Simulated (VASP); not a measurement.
# Mg (P6_3/mmc) in VASP: elastic constants with LDA

Aim: the elastic constants of Mg with LDA.

All numbers are computed with VASP 6.6.1; they aren't measurements. Logs are shortened: lines on timing, memory, paths and dates and some standing lists are left out, and cuts for length are marked.

**1. The cell of the first run**

Symmetry: P6_3/mmc, No. 194, hexagonal system. Conventional cell: a = 3.140 Å, b = 3.140 Å, c = 5.067 Å, α = 90.00°, β = 90.00°, γ = 120.00°. Within 4.1 Å of Mg (site symmetry -6m2) lie 12 Mg at 3.12 to 3.14 Å.

**2. Elastic constants, LDA**

File INCAR:

```
SYSTEM = Mg
ALGO = Normal
EDIFF = 1E-8
ENCUT = 600
IBRION = 6
ISIF = 3
ISMEAR = -1
LASPH = .TRUE.
LCHARG = .TRUE.
LREAL = .FALSE.
LWAVE = .FALSE.
NELM = 100
NFREE = 2
NSW = 1
POTIM = 0.015
PREC = Accurate
SIGMA = 0.1
```

File KPOINTS:

```
k-points
0
G
  16 16 8
  0 0 0
```

File POSCAR:

```
Mg
1.0
    3.1400480623      0.0000000000      0.0000000000
   -1.5700240311      2.7193613910      0.0000000000
    0.0000000000      0.0000000000      5.0670972776
Mg
2
Direct
    0.3333333333      0.6666666667      0.2500000000
    0.6666666667      0.3333333333      0.7500000000
```

Potentials or basis: VASP PAW LDA potentials, release 64 (Mg).

Launch:

```console
$ cat potpaw_LDA.64/Mg/POTCAR > POTCAR
$ mpirun -np 1 vasp_std > vasp.out
```

OUTCAR:

```text
SYSTEM = Mg
   EDIFF = 1E-8
   ENCUT = 600
   IBRION = 6
   ISIF = 3
   ISMEAR = -1
   LASPH = .TRUE.
   LREAL = .FALSE.
   NELM = 100
   NFREE = 2
   NSW = 1
   POTIM = 0.015
   PREC = Accurate

 ion  position               nearest neighbor table
   1  0.333  0.667  0.250-   2 3.12   2 3.12   2 3.12   2 3.12   2 3.12   2 3.12
   2  0.667  0.333  0.750-   1 3.12   1 3.12   1 3.12   1 3.12   1 3.12   1 3.12

  LATTYP: Found a hexagonal cell.
 ALAT       =     3.1400480623
 C/A-ratio  =     1.6137005476

  Lattice vectors:

 A1 = (   3.1400480623,   0.0000000000,   0.0000000000)
 A2 = (  -1.5700240311,   2.7193613910,   0.0000000000)
 A3 = (   0.0000000000,   0.0000000000,   5.0670972776)

Analysis of symmetry for initial positions (statically):
=====================================================================
 Subroutine PRICEL returns:
 Original cell was already a primitive cell.

 Routine SETGRP: Setting up the symmetry group for a
 hexagonal supercell.

 Subroutine GETGRP returns: Found 24 space group operations
 (whereof 12 operations were pure point group operations)
 out of a pool of 24 trial point group operations.

The static configuration has the point symmetry D_3d.
 The point group associated with its full space group is D_6h.

Analysis of symmetry for dynamics (positions and initial velocities):
=====================================================================
 Subroutine PRICEL returns:
 Original cell was already a primitive cell.

 Routine SETGRP: Setting up the symmetry group for a
 hexagonal supercell.

 Subroutine GETGRP returns: Found 24 space group operations
 (whereof 12 operations were pure point group operations)
 out of a pool of 24 trial point group operations.

The dynamic configuration has the point symmetry D_3d.
 The point group associated with its full space group is D_6h.

 Subroutine INISYM returns: Found 24 space group operations
 (whereof 12 operations are pure point group operations),
 and found     1 'primitive' translations

----------------------------------------------------------------------------------------

                                     Primitive cell

  volume of cell :      43.2676

  direct lattice vectors                    reciprocal lattice vectors
     3.140048062  0.000000000  0.000000000     0.318466463  0.183866698  0.000000000
    -1.570024031  2.719361391  0.000000000     0.000000000  0.367733396  0.000000000
     0.000000000  0.000000000  5.067097278     0.000000000  0.000000000  0.197351648

  length of vectors
     3.140048062  3.140048062  5.067097278     0.367733396  0.367733396  0.197351648

  position of ions in fractional coordinates (direct lattice)
     0.333333333  0.666666667  0.250000000
     0.666666667  0.333333333  0.750000000

  ion indices of the primitive-cell ions
   primitive index   ion index
                 1           1
                 2           2

----------------------------------------------------------------------------------------

 KPOINTS: k-points

Automatic generation of k-mesh.
 Grid dimensions read from file:
 generate k-points for:   16   16    8

[... 112 lines left out ...]
  energy without entropy =       -3.60211875  energy(sigma->0) =       -3.61648277

------------------------ aborting loop because EDIFF is reached ----------------------------------------

  FORCE on cell =-STRESS in cart. coord.  units (eV):
  Direction    XX          YY          ZZ          XY          YZ          ZX
  --------------------------------------------------------------------------------------
  -------------------------------------------------------------------------------------
  Total       -0.0830106     -0.0830106     -0.0972822     -0.0000000      0.0000000      0.0000000
  in kB       -3.0738441     -3.0738441     -3.6023132     -0.0000000      0.0000000      0.0000000
  external PRESSURE =      -3.2500005 kB  Pullay stress =       0.0000000 kB
[... 89 lines left out ...]
  FREE ENERGIE OF THE ION-ELECTRON SYSTEM (eV)
  ---------------------------------------------------
  free  energy   TOTEN  =        -3.6300613852 eV

  energy  without entropy=       -3.6015724590  energy(sigma->0) =       -3.61581692

[... ionic steps 4 to 14 ...]

--------------------------------------- Ionic step       15  -------------------------------------------

 number of electron       4.0000000 magnetization

------------------------ aborting loop because EDIFF is reached ----------------------------------------
[... 67 lines left out ...]
--------------------------------------- Ionic step       17  -------------------------------------------

 number of electron       4.0000000 magnetization

 Free energy of the ion-electron system (eV)
  ---------------------------------------------------
  ext. energy  EPLUGINS =         0.00000000
  ---------------------------------------------------
  free energy    TOTEN  =        -3.63051089 eV

  energy without entropy =       -3.60178763  energy(sigma->0) =       -3.61614926

 E-fermi :   2.7973     XC(G=0):  -8.8729

 val. band max:        2.7843123690   @ k =  -0.0000   0.4375   0.2500
 cond. band min:       2.8044110084   @ k =   0.3125   0.3125   0.2500
 fundamental gap:      0.0200986395
 Fermi energy:         2.7973493111

 k-point     1 :       0.0000    0.0000    0.0000
  band No.  band energies     occupation
      1      -4.3940      2.00000
      2       1.0687      2.00000
      3       1.5689      1.99999
      4      13.9593      0.00000
      5      13.9593      0.00000
      6      14.1094      0.00000
[... 199 lines left out ...]
 k-point    24 :       0.2500    0.1875    0.0000
  band No.  band energies     occupation
      1      -1.4955      2.00000
      2       3.7402      0.00016
      3       3.8337      0.00006
      4       4.9080      0.00000
      5       6.1061      0.00000
      6       9.5183      0.00000

 [... further k-points ...]

------------------------ aborting loop because EDIFF is reached ----------------------------------------

  FORCE on cell =-STRESS in cart. coord.  units (eV):
  Direction    XX          YY          ZZ          XY          YZ          ZX
  --------------------------------------------------------------------------------------
  -------------------------------------------------------------------------------------
  Total       -0.0824146     -0.0824146     -0.0956107     -0.0000000     -0.0000000      0.0000000
  in kB       -3.0517731     -3.0517731     -3.5404192     -0.0000000     -0.0000000      0.0000000
  external PRESSURE =      -3.2146551 kB  Pullay stress =       0.0000000 kB
[... 17 lines left out ...]
  FREE ENERGIE OF THE ION-ELECTRON SYSTEM (eV)
  ---------------------------------------------------
  free  energy   TOTEN  =        -3.6305108877 eV

  energy  without entropy=       -3.6017876333  energy(sigma->0) =       -3.61614926

 INTERNAL STRAIN TENSORS FROM STRAINED CELLS
 ============================================

 INTERNAL STRAIN TENSOR FOR ION    1 for displacements in x,y,z  (eV/Angst):
          X           Y           Z          XY          YZ          ZX
  --------------------------------------------------------------------------------
  x    -0.00000     0.00000    -0.00000    -0.88133     0.00000    -0.00000
  y    -0.86866     0.88256     0.00000     0.00000     0.00000    -0.00000
  z     0.00000     0.00000     0.00000     0.00000     0.00609     0.00000

 INTERNAL STRAIN TENSORS FROM DISPLACED ATOMS
 ============================================

 INTERNAL STRAIN TENSOR FOR ION    1 for displacements in x,y,z  (eV/Angst):
          X           Y           Z          XY          YZ          ZX
  --------------------------------------------------------------------------------
  x    -0.00000     0.00000     0.00000    -0.88003     0.00000     0.00000
  y    -0.88003     0.88003    -0.00000     0.00000     0.00000     0.00000
  z     0.00000    -0.00000     0.00000     0.00000    -0.00000     0.00000

 INTERNAL STRAIN TENSOR FOR ION    2 for displacements in x,y,z  (eV/Angst):
          X           Y           Z          XY          YZ          ZX
  --------------------------------------------------------------------------------
  x     0.00000    -0.00000    -0.00000     0.88003     0.00000     0.00000
  y     0.88003    -0.88003     0.00000    -0.00000     0.00000     0.00000
  z    -0.00000     0.00000    -0.00000    -0.00000     0.00000    -0.00000

 Eigenvectors and eigenvalues of the dynamical matrix
 ----------------------------------------------------

   1 f  =    7.750059 THz    48.695055 2PiTHz  258.514132 cm-1    32.051653 meV
             X         Y         Z           dx          dy          dz
     -0.000000  1.812908  1.266774    -0.000000    0.000000    0.707107
      1.570024  0.906454  3.800323     0.000000    0.000000   -0.707107
[... 16 lines left out ...]
   5 f  =    0.000000 THz     0.000000 2PiTHz    0.000001 cm-1     0.000000 meV
             X         Y         Z           dx          dy          dz
     -0.000000  1.812908  1.266774     0.606470   -0.184390    0.313359
      1.570024  0.906454  3.800323     0.606470   -0.184390    0.313359

   6 f/i=    0.000000 THz     0.000000 2PiTHz    0.000001 cm-1     0.000000 meV
             X         Y         Z           dx          dy          dz
     -0.000000  1.812908  1.266774    -0.308769   -0.582983    0.254543
      1.570024  0.906454  3.800323    -0.308769   -0.582983    0.254543

--------------------------------------------------------------------------------------------------------

 ELASTIC MODULI CONTR FROM IONIC RELAXATION (kBar)
 Direction    XX          YY          ZZ          XY          YZ          ZX
 --------------------------------------------------------------------------------
 XX         -37.4109     37.4109     -0.0000     -0.0000      0.0000     -0.0000
 YY          37.4109    -37.4109      0.0000     -0.0000     -0.0000      0.0000
 ZZ          -0.0000      0.0000     -0.0000      0.0000      0.0000     -0.0000
 XY          -0.0000     -0.0000      0.0000    -37.4109     -0.0000      0.0000
 YZ           0.0000     -0.0000      0.0000     -0.0000     -0.0000      0.0000
 ZX          -0.0000      0.0000     -0.0000      0.0000      0.0000     -0.0000
 --------------------------------------------------------------------------------

 TOTAL ELASTIC MODULI (kBar)
 Direction    XX          YY          ZZ          XY          YZ          ZX
 --------------------------------------------------------------------------------
 XX         609.8339    340.3862    250.5750      0.0000      0.0000     -0.0000
 YY         340.3862    609.8339    250.5750      0.0000      0.0000      0.0000
 ZZ         250.5750    250.5750    681.5767      0.0000      0.0000     -0.0000
 XY           0.0000      0.0000      0.0000    134.7239     -0.0000      0.0000
 YZ           0.0000      0.0000      0.0000     -0.0000    186.8277      0.0000
 ZX          -0.0000     -0.0000     -0.0000      0.0000      0.0000    186.8277
 --------------------------------------------------------------------------------
```

Wall time 16 min (1 thread of AMD EPYC 7R13, shared host); peak memory 0.47 GiB.

What came out:

| Property | Result |
| --- | --- |
| Voigt bulk modulus | 40 GPa |
| Highest phonon frequency at Γ | 259 cm⁻¹ |

Phonon frequencies in cm⁻¹ (negative: imaginary):
```tsv
q point	frequencies
(0.000, 0.000, 0.000)	0 0 0 131 131 259
```

Elastic tensor in Voigt notation (GPa, in the Cartesian axes of the cell as first typed):
```
61 34 25  0  0  0
34 61 25  0  0  0
25 25 68  0  0  0
 0  0  0 19  0  0
 0  0  0  0 19  0
 0  0  0  0  0 13
```

Clamped-ion elastic tensor (GPa):
```
65 30 25  0  0  0
30 65 25  0  0  0
25 25 68  0  0  0
 0  0  0 19  0  0
 0  0  0  0 19  0
 0  0  0  0  0 17
```
